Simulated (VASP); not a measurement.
# SnO2 (R-3m) in VASP: further runs, part 2 of 2

VASP 6.6.1. Earlier steps stand in the parts before.

### Step 4. Single point, PBEsol

This run uses another cell than the first one, of 15.08 Å³/atom.

The input, INCAR:

```
ALGO     = Normal         # electronic algorithm
EDIFF    = 1E-7           # SCF threshold, eV
ENCUT    = 520            # plane-wave cutoff, eV
GGA      = PS             # functional
ISIF     = 2              # what is computed and relaxed
ISMEAR   = 1              # smearing method
LASPH    = T              # aspherical terms in the spheres
LCHARG   = T              # write CHGCAR
LELF     = T              # ELF
LREAL    = F              # projectors in reciprocal space
LVHAR    = T            
LWAVE    = F              # write WAVECAR
NBANDS   = 20             # bands
NELM     = 100            # most SCF steps
PREC     = Accurate       # precision mode
SIGMA    = 0.05           # smearing width, eV
```

The input, KPOINTS:

```
k-points
0
Gamma
  8 8 8
```

The input, POSCAR:

```
SnO2
1.0
    1.6383729798      0.9459150010      4.8637659419
   -1.6383729798      0.9459150010      4.8637659419
    0.0000000000     -1.8918300021      4.8637659419
Sn O
1 2
Direct
    0.5000000000      0.5000000000      0.5000000000
    0.2371700000      0.2371700000      0.2371700000
    0.7628300000      0.7628300000      0.7628300000
```

Potentials or basis: VASP PAW PBE potentials, release 64 (Sn_d, O).

The run is started by

```console
$ cat potpaw_PBE.64/Sn_d/POTCAR potpaw_PBE.64/O/POTCAR > POTCAR
$ mpirun -np 1 vasp_std > vasp.out
```

OUTCAR:

```text
EDIFF = 1E-7
   ENCUT = 520
   GGA = PS
   ISIF = 2
   ISMEAR = 1
   LASPH = T
   LREAL = F
   NELM = 100
   PREC = Accurate

 ion  position               nearest neighbor table
   1  0.500  0.500  0.500-   2 2.15   3 2.15   2 2.15   2 2.15   3 2.15   3 2.15
   2  0.237  0.237  0.237-   1 2.15   1 2.15   1 2.15
   3  0.763  0.763  0.763-   1 2.15   1 2.15   1 2.15

  LATTYP: Found a trigonal (rhomboedric) cell.
 ALAT       =     5.2187393447
 COS(alpha) =     0.8028828836

  Lattice vectors:

 A1 = (   1.6383729798,   0.9459150010,   4.8637659419)
 A2 = (  -1.6383729798,   0.9459150010,   4.8637659419)
 A3 = (   0.0000000000,  -1.8918300021,   4.8637659419)

Analysis of symmetry for initial positions (statically):
=====================================================================
 Subroutine PRICEL returns:
 Original cell was already a primitive cell.

 Routine SETGRP: Setting up the symmetry group for a
 trigonal (rhombohedral) supercell.

 Subroutine GETGRP returns: Found 12 space group operations
 (whereof 12 operations were pure point group operations)
 out of a pool of 12 trial point group operations.

The static configuration has the point symmetry D_3d.

Analysis of symmetry for dynamics (positions and initial velocities):
=====================================================================
 Subroutine PRICEL returns:
 Original cell was already a primitive cell.

 Routine SETGRP: Setting up the symmetry group for a
 trigonal (rhombohedral) supercell.

 Subroutine GETGRP returns: Found 12 space group operations
 (whereof 12 operations were pure point group operations)
 out of a pool of 12 trial point group operations.

The dynamic configuration has the point symmetry D_3d.

 Subroutine INISYM returns: Found 12 space group operations
 (whereof 12 operations are pure point group operations),
 and found     1 'primitive' translations

----------------------------------------------------------------------------------------

                                     Primitive cell

  volume of cell :      45.2261

  direct lattice vectors                    reciprocal lattice vectors
     1.638372980  0.945915001  4.863765942     0.305180814  0.176196240  0.068534000
    -1.638372980  0.945915001  4.863765942    -0.305180814  0.176196240  0.068534000
     0.000000000 -1.891830002  4.863765942     0.000000000 -0.352392480  0.068534000

  length of vectors
     5.218739345  5.218739345  5.218739301     0.358994921  0.358994921  0.358994943

  position of ions in fractional coordinates (direct lattice)
     0.500000000  0.500000000  0.500000000
     0.237170000  0.237170000  0.237170000
     0.762830000  0.762830000  0.762830000

  ion indices of the primitive-cell ions
   primitive index   ion index
                 1           1
                 2           2
                 3           3

----------------------------------------------------------------------------------------

 KPOINTS: k-points

Automatic generation of k-mesh.
 Grid dimensions read from file:
 generate k-points for:    8    8    8

 Generating k-lattice:

  Cartesian coordinates                     Fractional coordinates (reciprocal lattice)
     0.038147602  0.022024530  0.008566750     0.125000000 -0.000000000  0.000000000
    -0.038147602  0.022024530  0.008566750    -0.000000000  0.125000000  0.000000000
     0.000000000 -0.044049060  0.008566750     0.000000000  0.000000000  0.125000000

  Length of vectors
     0.044874365  0.044874365  0.044874368

  Shift w.r.t. Gamma in fractional coordinates (k-lattice)
     0.000000000  0.000000000  0.000000000

 Subroutine IBZKPT returns following result:
 ===========================================

 Found     65 irreducible k-points:

 Following reciprocal coordinates:
            Coordinates               Weight
  0.000000  0.000000  0.000000      1.000000
  0.125000  0.000000  0.000000      6.000000
  0.250000  0.000000  0.000000      6.000000
  0.375000  0.000000  0.000000      6.000000
  0.500000  0.000000  0.000000      3.000000
  0.125000  0.125000  0.000000      6.000000
[... 16 lines left out ...]
  0.250000  0.125000  0.125000      6.000000
  0.375000  0.125000  0.125000      6.000000
 [... further k-points ...]
   k-points           NKPTS =     65   k-points in BZ     NKDIM =     65   number of bands    NBANDS=     20
   number of dos      NEDOS =    301   number of ions     NIONS =      3
   total plane-waves  NPLWV =  64000
   dimension x,y,z NGX =    40 NGY =   40 NGZ =   40
   dimension x,y,z NGXF=    80 NGYF=   80 NGZF=   80
   ions per type =               1   2
   NGX,Y,Z   is equivalent  to a cutoff of  12.74, 12.74, 12.74 a.u.
   NGXF,Y,Z  is equivalent  to a cutoff of  25.48, 25.48, 25.48 a.u.
 SYSTEM =  unknown system
   PREC   = accura    normal or accurate (medium, high low for compatibility)
   ISTART =      0    job   : 0-new  1-cont  2-samecut
   ICHARG =      2    charge: 1-file 2-atom 10-const
   ISPIN  =      1    spin polarized calculation?
   LNONCOLLINEAR =      F non collinear calculations
   LSORBIT =      F    spin-orbit coupling
   LASPH  =      T    aspherical Exc in radial PAW
   ENCUT  =  520.0 eV  38.22 Ry    6.18 a.u.   9.70  9.70  9.70*2*pi/ulx,y,z
   NELM   =    100;   NELMIN=  2; NELMDL= -5     # of ELM steps
   EDIFF  = 0.1E-06   stopping-criterion for ELM
   LREAL  =      F    real-space projection
   EDIFFG = 0.1E-05   stopping-criterion for IOM
   NSW    =      0    number of steps for IOM
   IBRION =     -1    ionic relax: 0-MD 1-quasi-New 2-CG
   NFREE  =      0    steps in history (QN), initial steepest desc. (CG)
   ISIF   =      2    stress and relaxation
   ISYM   =      2    0-nonsym 1-usesym 2-fastsym
   POTIM  = 0.5000    time-step for ionic-motion
   TEBEG  =    0.0;   TEEND  =   0.0 temperature during run
   PSTRESS=    0.0 pullay stress
   NELECT =      26.0000    total number of electrons
   NUPDOWN=      -1.0000    fix difference up-down
   EMIN   =  10.00;   EMAX   =-10.00  energy-range for DOS
   EFERMI =   0.00;   METHOD = LEGACY
   ISMEAR =     1;   SIGMA  =   0.05  broadening in eV -4-tet -1-fermi 0-gaus
   EFERMI_NEDOS =   21; number of points for ismear=-14 and -15
   IALGO  =     38    algorithm
   IMIX   =      4    mixing-type and parameters
     AMIX     =   0.40;   BMIX     =  1.00
     AMIX_MAG =   1.60;   BMIX_MAG =  1.00
  volume/ion in A,a.u.               =      15.08       101.73
  Fermi-wavevector in a.u.,A,eV,Ry     =   1.361245  2.572380 25.211437  1.852988
  Thomas-Fermi vector in A             =   2.487838
   LORBIT       =      0    0 simple, 1 ext, 2 COOP (PROOUT), +10 PAW based schemes
   GGA     = PS    functional components
   LHFCALC =     F    Hartree Fock is set to
   AEXX    =    0.0000 exact exchange contribution
   IVDW    =     0    specifies the selected vdW correction
   LEPSILON=     F    determine dielectric tensor
   LRPA    =     F    only Hartree local field effects (RPA)
 non-spin polarized calculation
 Methfessel and Paxton  Order N= 1 SIGMA  =   0.05
  energy-cutoff  :      520.00
  volume of cell :       45.23
 maximum number of plane-waves:      1236
   NGX = 19   NGY = 19   NGZ = 19

 number of electron      25.9999995 magnetization

 Free energy of the ion-electron system (eV)
  ---------------------------------------------------
  ext. energy  EPLUGINS =         0.00000000
  ---------------------------------------------------
  free energy    TOTEN  =       -19.22206923 eV

  energy without entropy =      -19.22299718  energy(sigma->0) =      -19.22237855

 E-fermi :   2.8336     XC(G=0): -10.0226

 val. band max:        2.8154542571   @ k =  -0.1250   0.1250   0.0000
 cond. band min:       4.4299797070   @ k =   0.0000   0.0000   0.0000
 fundamental gap:      1.6145254499
 Fermi energy:         2.8335504653

 k-point     1 :       0.0000    0.0000    0.0000
  band No.  band energies     occupation
      1     -17.1058      2.00000
      2     -16.9308      2.00000
      3     -16.9308      2.00000
      4     -16.7838      2.00000
      5     -16.7838      2.00000
      6     -14.8770      2.00000
[... 12 lines left out ...]
     19      19.4637      0.00000
[... 513 lines left out ...]
      4     -16.8275      2.00000
      5     -16.7543      2.00000
      6     -14.3967      2.00000
[... 12 lines left out ...]
     19      15.6959      0.00000
     20      18.7174      0.00000

 [... further k-points ...]

------------------------ aborting loop because EDIFF is reached ----------------------------------------

  FORCE on cell =-STRESS in cart. coord.  units (eV):
  Direction    XX          YY          ZZ          XY          YZ          ZX
  --------------------------------------------------------------------------------------
  -------------------------------------------------------------------------------------
  Total       -3.0647696     -3.0647691     -1.7914541      0.0000000      0.0000000      0.0000000
  in kB     -108.5724415   -108.5724232    -63.4640018      0.0000000      0.0000000      0.0000000
  external PRESSURE =     -93.5362888 kB  Pullay stress =       0.0000000 kB

 VOLUME and BASIS-vectors are now :
 -----------------------------------------------------------------------------
  energy-cutoff  :      520.00
  volume of cell :       45.23
      direct lattice vectors                 reciprocal lattice vectors
     1.638372980  0.945915001  4.863765942     0.305180814  0.176196240  0.068534000
    -1.638372980  0.945915001  4.863765942    -0.305180814  0.176196240  0.068534000
     0.000000000 -1.891830002  4.863765942     0.000000000 -0.352392480  0.068534000

 POSITION                                       TOTAL-FORCE (eV/Angst)
 -----------------------------------------------------------------------------------
      0.00000     -0.00000      7.29565         0.000000     -0.000000      0.000000
      0.00000     -0.00000      3.46062         0.000000      0.000000     -0.717019
      0.00000     -0.00000     11.13068         0.000000     -0.000000      0.717019
 -----------------------------------------------------------------------------------
    total drift:                                0.000000      0.000000      0.000000

  FREE ENERGIE OF THE ION-ELECTRON SYSTEM (eV)
  ---------------------------------------------------
  free  energy   TOTEN  =       -19.2220692291 eV

  energy  without entropy=      -19.2229971846  energy(sigma->0) =      -19.22237855
```

It took 2 min on 1 thread of Intel Xeon 8259CL, shared host; peak memory 0.26 GiB.

What came out:

```yaml
Free_energy: -19.2221 eV
Pressure: -9.4 GPa
Largest_force: 0.717 eV/Å
Band_gap_on_the_k_mesh: 1.61 eV (least direct gap 1.71 eV)
```

Forces in eV/Å, atoms in the order of the input:
```
Sn   0.000  0.000  0.000
O    0.000  0.000 -0.717
O    0.000  0.000  0.717
```

Stress tensor (GPa, compression positive):
```
-10.86   0.00   0.00
  0.00 -10.86   0.00
  0.00   0.00  -6.35
```

Levels at points of the mesh, in eV from the valence-band top:
| k point | band 11 | band 12 | band 13 | band 14 | band 15 | band 16 |
| --- | --- | --- | --- | --- | --- | --- |
| (0.00, 0.00, 0.00) | -0.91 | -0.91 | -0.09 | 1.61 | 5.38 | 10.52 |
| (0.50, 0.00, 0.00) | -1.42 | -0.61 | -0.53 | 4.86 | 7.33 | 9.63 |
| (0.50, 0.50, 0.00) | -1.11 | -0.48 | -0.03 | 4.61 | 6.56 | 10.21 |
| (0.50, 0.50, 0.50) | -1.17 | -0.86 | -0.86 | 2.83 | 5.29 | 10.67 |

Caveat: the cell stands under tension; the PAW data sets were made with another functional, which shifts forces and pressure a little; spin-orbit coupling is left out, which moves the levels of the heavy elements. A k mesh can miss the band edges.

### Step 5. Single point, PBEsol

This run uses another cell than the first one, of 15.37 Å³/atom.

The input, INCAR:

```
SYSTEM = SnO2
PREC = Accurate
ENCUT = 520
EDIFF = 1E-6
ISMEAR = 1
SIGMA = 0.05
LREAL = .FALSE.
LASPH = .TRUE.
NELM = 60
ALGO = Normal
ISIF = 2
LWAVE = .FALSE.
LCHARG = .FALSE.
GGA = PS
NBANDS = 20
```

The input, KPOINTS:

```
Automatic mesh
0
G
  8 8 8
  0 0 0
```

The input, POSCAR:

```
SnO2
1.0
    1.6488087578      0.9519400998      4.8947461780
   -1.6488087578      0.9519400998      4.8947461780
    0.0000000000     -1.9038801996      4.8947461780
Sn O
1 2
Direct
    0.5000000000      0.5000000000      0.5000000000
    0.2371700000      0.2371700000      0.2371700000
    0.7628300000      0.7628300000      0.7628300000
```

The run is started by

```console
$ cat potpaw_PBE.64/Sn_d/POTCAR potpaw_PBE.64/O/POTCAR > POTCAR
$ mpirun -np 1 vasp_std > vasp.out
```

Run time: 1.9 min. Hardware: 1 thread of Intel Xeon 8259CL, shared host; peak memory 0.26 GiB.

Results (log left out):

- Free energy: -19.1668 eV
- Pressure: -11.3 GPa
- Largest force: 0.879 eV/Å
- Band gap on the k mesh: 1.51 eV (least direct gap 1.59 eV)

Forces in eV/Å, atoms in the order of the input:
```
Sn   0.000  0.000  0.000
O    0.000  0.000 -0.879
O    0.000  0.000  0.879
```

Stress tensor (GPa, compression positive):
```
-13.25   0.00   0.00
  0.00 -13.25   0.00
  0.00   0.00  -7.48
```

Levels at points of the mesh, in eV from the valence-band top:
```
           k point  band 9  band 10  band 11  band 12  band 13  band 14  band 15  band 16  band 17  band 18
(0.00, 0.00, 0.00)   -1.23    -1.23    -0.91    -0.91    -0.08     1.51     5.28    10.34    10.34    11.11
(0.50, 0.00, 0.00)   -3.96    -2.81    -1.40    -0.62    -0.52     4.68     7.20     9.48    11.79    11.83
(0.50, 0.50, 0.00)   -4.17    -2.90    -1.09    -0.49    -0.04     4.45     6.45    10.03    10.86    11.79
(0.50, 0.50, 0.50)   -1.29    -1.29    -1.13    -0.87    -0.87     2.70     5.19    10.49    10.49    11.78
```

Caveat: the cell stands under tension; the PAW data sets were made with another functional, which shifts forces and pressure a little; spin-orbit coupling is left out, which moves the levels of the heavy elements.

### Step 6. The runs side by side

```csv
cell,gap on the mesh (eV),pressure (GPa),largest force (eV/Å)
"a = 5.151 Å, angles 36.6°, 3 atoms",1.85,-4.6,0.35
"a = 5.185 Å, angles 36.6°, 3 atoms",1.73,-7.1,0.54
"a = 5.219 Å, angles 36.6°, 3 atoms",1.61,-9.4,0.72
"a = 5.252 Å, angles 36.6°, 3 atoms",1.51,-11.3,0.88
```

Alike in all rows: task single point; level PBEsol; potentials or basis VASP PAW PBE potentials, release 64 (Sn_d, O); no spin polarisation; k mesh 8 × 8 × 8; cutoff (eV) 520; smearing methfessel-paxton 0.05 eV.

Caveats: the cell stands under tension; the PAW data sets were made with another functional, which shifts forces and pressure a little; spin-orbit coupling is left out, which moves the levels of the heavy elements.

Total energies depend on the potentials used, so only differences within one code and one set of settings carry meaning.
